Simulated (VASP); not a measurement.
Si: single point with PBE

Crystal: Si.

```
Si
1.0
     3.82000    0.00000    0.00000
    -1.91000    3.30822    0.00000
     0.00000    0.00000    6.32000
Si
4
Direct
  0.33333 0.66667 0.00000
  0.66667 0.33333 0.50000
  0.33333 0.66667 0.37400
  0.66667 0.33333 0.87400
```

```yaml
Program: VASP 6.6.1
Task: single point
Functional: PBE
Potentials_or_basis: VASP PAW PBE potentials, release 64 (Si)
Cutoff: 520 eV
k_mesh: 6 × 6 × 4
Occupations: gaussian, width 0.1 eV
Spin: no spin polarisation
```

```json
{
 "Pressure": "2.2 GPa",
 "Band gap on the k mesh": "0.40 eV, indirect (least direct gap 1.06 eV)"
}
```

Stress tensor (GPa, compression positive):
```
2.32 0.00 0.00
0.00 2.32 0.00
0.00 0.00 1.89
```

Levels at points of the mesh, in eV from the valence-band top:
```
           k point  band 6  band 7  band 8  band 9  band 10  band 11
(0.00, 0.00, 0.00)   -0.36    0.00    0.00    1.06     2.00     2.00
(0.50, 0.00, 0.00)   -3.07   -3.01   -1.45    0.40     2.35     2.98
(0.00, 0.00, 0.50)   -0.93   -0.93   -0.93    1.84     1.84     2.98
(0.50, 0.00, 0.50)   -2.47   -2.44   -2.44    0.92     0.92     1.65
```

It took 12 s on 1 thread of Intel(R) Xeon(R) Platinum 8488C (Sapphire Rapids), with other jobs on the host, peak memory 0.18 GiB.

A k mesh can miss the band edges.
